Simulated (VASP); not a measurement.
A run of VASP 6.6.1 is set up as follows.

Contents of INCAR:

```
SYSTEM = TiC3
PREC = Accurate
ENCUT = 600
EDIFF = 1E-6
ISMEAR = 0
SIGMA = 0.2
LREAL = .FALSE.
LASPH = .TRUE.
NELM = 120
ALGO = Normal
ISIF = 2
LWAVE = .FALSE.
LCHARG = .TRUE.
GGA = PE
LELF = .TRUE.
LVHAR = .TRUE.
NBANDS = 20
GGA_COMPAT = .FALSE.
```

File KPOINTS:

```
regular mesh
0
G
  5 5 5
  0 0 0
```

File POSCAR:

```
TiC3
1.0
    4.0513516704      0.0000000000      0.0000000000
    0.0000000000      4.0513516704      0.0000000000
    0.0000000000      0.0000000000      4.0522925398
Ti C
1 3
Direct
    0.0000000000      0.0000000000      0.5000000000
    0.0000000000      0.0000000000      0.0000000000
    0.0000000000      0.5000000000      0.5000000000
    0.5000000000      0.0000000000      0.5000000000
```

Potentials or basis: VASP PAW PBE potentials, release 64 (Ti_sv, C).

Run with:

```bash
$ cat potpaw_PBE.64/Ti_sv/POTCAR potpaw_PBE.64/C/POTCAR > POTCAR
$ mpirun -np 1 vasp_std > vasp.out
```

**Question.** What does it give for the pressure?

**Answer.** -0.1 GPa.

**Question.** Predict the band gap on the k mesh.

**Answer.** Zero (bands 12 and 13 overlap by 3.53 eV).
